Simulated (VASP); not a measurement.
Ga2BAs3:

```
CELL_PARAMETERS angstrom
5.39795 0.00000 0.00000
-2.69898 4.67477 0.00000
0.00000 0.00000 6.50728
ATOMIC_POSITIONS crystal
Ga 0.00000 0.00000 0.80721
Ga 0.00000 0.00000 0.19279
B 0.00000 0.00000 0.50000
As 0.50000 0.00000 0.50000
As 0.00000 0.50000 0.50000
As 0.50000 0.50000 0.50000
```

The cell was generated, and may not be a known phase.

```yaml
Program: VASP 6.6.1
Task: relaxation of cell and atoms
Functional: PBE
Potentials_or_basis: VASP PAW PBE potentials, release 64 (Ga_d, B, As)
Cutoff: 600 eV
k_mesh: 12 × 12 × 6
Occupations: gaussian, width 0.1 eV
Spin: no spin polarisation
```

At the start: pressure -0.1 GPa; volume 27.37 Å³/atom.

Q: How do energy, volume and symmetry change on relaxing?

A: Over 14 steps the energy falls by 5.9 meV/atom and the volume is 26.86 Å³/atom (-1.9 %); space group P6/mmm (No. 191, to 0.1 Å) before and after.

Step by step:
| step | energy change (eV) | largest force (eV/Å) | pressure (GPa) | volume (Å³) |
| --- | --- | --- | --- | --- |
| 1 | 0.0000 | 0.0816 | -0.06 | 164.21 |
| 2 | -0.0153 | 0.1719 | -0.11 | 163.93 |
| 3 | -0.0169 | 0.2793 | -0.11 | 163.82 |
| 4 | -0.0235 | 0.0322 | -0.24 | 163.26 |
| 5 | -0.0257 | 0.2099 | -0.40 | 162.77 |
| 6 | -0.0292 | 0.2430 | -0.32 | 162.12 |
| 7 | -0.0281 | 0.3955 | 0.17 | 160.17 |
| 8 | -0.0319 | 0.2882 | -0.18 | 161.40 |
| 9 | -0.0321 | 0.3134 | -0.09 | 161.08 |
| 10 | -0.0345 | 0.1422 | 0.02 | 160.86 |
| 11 | -0.0349 | 0.0447 | 0.10 | 160.74 |
| 12 | -0.0349 | 0.0360 | 0.12 | 160.73 |
| 13 | -0.0351 | 0.0239 | 0.06 | 160.90 |
| 14 | -0.0352 | 0.0041 | 0.00 | 161.17 |

Final structure:
```
Ga B As
1.0
     5.46160    0.00000    0.00000
    -2.73080    4.72988    0.00000
     0.00000    0.00000    6.23886
Ga B As
2 1 3
Direct
  0.00000 0.00000 0.81014
  0.00000 0.00000 0.18986
  0.00000 0.00000 0.50000
  0.50000 0.00000 0.50000
  0.00000 0.50000 0.50000
  0.50000 0.50000 0.50000
```
